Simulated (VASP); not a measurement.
Mo: single point with PBE

Mo:

```
Mo
1.0
     2.56027    0.00000    0.00000
     0.00000    2.56027    0.00000
     0.00000    0.00000    2.56027
Mo
1
Direct
  0.00000 0.00000 0.00000
```

| Item | Value |
| --- | --- |
| Program | VASP 6.6.1 |
| Task | single point |
| Functional | PBE |
| Potentials or basis | VASP PAW PBE potentials, release 64 (Mo_sv) |
| Cutoff | 520 eV |
| k mesh | 17 × 17 × 17 |
| Occupations | fermi-dirac, width 0.1 eV |
| Spin | no spin polarisation |
| Dipole correction | no |
| Further INCAR settings | ALGO = Normal; EDIFF = 1e-06; NBANDS = 13 |

The pressure is 10.6 GPa and the band gap on the k mesh is zero (band 7 reaches 12.99 eV, above the bottom of band 8 at 10.37 eV).

Levels at points of the mesh, in eV from the Fermi level:
```
           k point  band 4  band 5  band 6  band 7  band 8  band 9  band 10  band 11
(0.00, 0.00, 0.00)  -34.27   -6.60   -4.38   -4.38    4.11    4.11     4.11    15.91
```

It took 37 s on 1 thread of AMD EPYC 7R43 64-Core Processor (Zen 3), with other jobs on the host, peak memory 0.11 GiB.
